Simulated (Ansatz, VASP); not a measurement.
# Two plane-wave programs on NaCl

File INCAR:

```
ALGO = Normal
EDIFF = 1E-6
EDIFFG = -0.01
ENCUT = 600
GGA = PE
IBRION = 2
ISIF = 3
ISMEAR = 0
LASPH = True
LCHARG = False
LREAL = False
LWAVE = False
NELM = 60
NSW = 100
PREC = Accurate
SIGMA = 0.02
```

The input KPOINTS:

```
k-points
0
Gamma
  6 6 4
```

File POSCAR:

```
NaCl
1.0
    2.0584394092     -3.3349154024      0.0000000000
    2.0584394092      3.3349154024      0.0000000000
    0.0000000000      0.0000000000      6.8047133728
Na Cl
2 2
Direct
    0.5000000000      0.5000000000      0.5000000000
    0.5000000000      0.5000000000      0.0000000000
    0.8365559145      0.1634440855      0.2500000000
    0.1634440855      0.8365559145      0.7500000000
```

Input for Ansatz:

```yaml
crystal:
  lattice:
    - [2.0584394092, -3.3349154024, 0.0]
    - [2.0584394092, 3.3349154024, 0.0]
    - [0.0, 0.0, 6.8047133728]
  atoms:
    - { symbol: Na, position: [0.5, 0.5, 0.5] }
    - { symbol: Na, position: [0.5, 0.5, 0.0] }
    - { symbol: Cl, position: [0.8365559145, 0.1634440855, 0.25] }
    - { symbol: Cl, position: [0.1634440855, 0.8365559145, 0.75] }
basis:
  ecutwfc: 420
kpoints:
  mp_grid: { grid: [6, 6, 4] }
hamiltonian:
  xc: pbe
scf:
  occupations: { method: gaussian, width: 0.02 }
output:
  forces: true
  stress: true
  eigenvalues: true
  write_density: true
  write_potential: true
  elf: true
  volumetric_format: npy
relax:
  adjacent_minimum: "off"
  f_tol: 0.01
  max_steps: 80
  cell: { stress_tol: 0.05 }
```

Change from the starting cell: the structure that the rattled cell fell into.

Alike in both runs: task relaxation of cell and atoms; functional PBE; k mesh 6 × 6 × 4; occupations gaussian, width 0.02 eV; no spin polarisation.

|  | VASP | Ansatz |
| --- | --- | --- |
| version | VASP 6.6.1 | Ansatz 0.2.0 |
| potentials or method | VASP PAW PBE potentials, release 64 (Na_pv, Cl), cutoff 600 eV | scalar-relativistic, plane waves, PAW |
| valence electrons in the cell | 28 | 32 |

|  | VASP | Ansatz | Ansatz less VASP |
| --- | --- | --- | --- |
| gap on the k mesh at the Fermi level, each at its own relaxed structure (eV) | 4.89 | 4.89 | +0.002 |
| relaxed volume (Å³/atom) | 23.18 | 23.17 | -0.003 |
| relaxed cell length with the largest relative difference (Å) | 6.837 | 6.843 | +0.0061 |

VASP's potentials hold 28 valence electrons a cell and Ansatz's 32, so a difference there can come from the potentials and not from the codes.
